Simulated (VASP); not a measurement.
BN:

```
N B
1.0
     1.25112    0.72234    3.37293
    -1.25112    0.72234    3.37293
     0.00000   -1.44467    3.37293
N B
1 1
Cartesian
  0.0000 0.0000 6.7517
  0.0000 0.0000 0.0033
```

Base run:

| Property | Result |
| --- | --- |
| Program | VASP 6.6.1 |
| Functional | PBE |
| Dispersion | TS |
| Potentials or basis | VASP PAW PBE potentials, release 64 (N, B) |
| Cutoff | 520 eV |
| k mesh | 9 × 9 × 9 |
| Occupations | gaussian, width 0.02 eV |
| Spin | no spin polarisation |

Its results: band gap on the k mesh 4.38 eV (least direct gap 4.70 eV); pressure 0.6 GPa; largest force 0.011 eV/Å.

Q: The run is repeated on the same cell with these changes: dispersion from TS to D2. What comes out?

A: Band gap on the k mesh 4.38 eV (least direct gap 4.70 eV); pressure 1.0 GPa; largest force 0.004 eV/Å.

Caveats: the stress differs along the axes, from -3 to 3 GPa (at least some runs).

A k mesh can miss the band edges.
